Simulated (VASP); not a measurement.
Rh: single point with r2SCAN

The system is Rh.

```
Rh
1.0
     1.88097    1.88097    0.00000
    -1.88097    1.88097    0.00000
     0.00000    0.00000    3.83536
Rh
2
Direct
  0.00000 0.00000 0.00000
  0.50000 0.50000 0.50000
```

This cell differs from its parent crystal: biaxial strain in the a-b plane: -1.0 %, then relaxed in part.

```
Program             : VASP 6.6.1
Task                : single point
Functional          : r2SCAN
Potentials or basis : VASP PAW PBE potentials, release 64 (Rh_pv)
Cutoff              : 520 eV
k mesh              : 20 × 20 × 14
Occupations         : gaussian, width 0.1 eV
Spin                : no spin polarisation
```

```json
{
  "Pressure": "4.5 GPa",
  "Band gap on the k mesh": "zero (bands 15 and 16 overlap by 2.67 eV)"
}
```

Stress tensor (GPa, compression positive):
```
6.08 0.00 0.00
0.00 6.08 0.00
0.00 0.00 1.25
```

Levels at points of the mesh, in eV from the Fermi level:
| k point | band 13 | band 14 | band 15 | band 16 | band 17 | band 18 |
| --- | --- | --- | --- | --- | --- | --- |
| (0.00, 0.00, 0.00) | -1.22 | -0.96 | 0.54 | 1.06 | 1.06 | 3.22 |
| (0.50, 0.00, 0.00) | -2.01 | -2.01 | -1.08 | -1.08 | 3.40 | 3.40 |
| (0.50, 0.50, 0.00) | 0.98 | 0.98 | 1.18 | 1.18 | 3.65 | 3.65 |
| (0.00, 0.00, 0.50) | -1.46 | -1.46 | -1.46 | -1.46 | -0.25 | -0.25 |
| (0.50, 0.00, 0.50) | 0.55 | 0.55 | 0.66 | 0.66 | 0.89 | 0.89 |
| (0.50, 0.50, 0.50) | -1.33 | -1.33 | 1.18 | 1.18 | 10.20 | 10.20 |

Wall time 12 min on 1 thread of Oxide Virtual Turin-like Processor, with other jobs on the host, peak memory 0.3 GiB.

Caveat: the cell differs from its parent crystal (biaxial strain in the a-b plane: -1.0 %, then relaxed in part); the cell stands under pressure; the PAW data sets were made with another functional, which shifts forces and pressure a little.
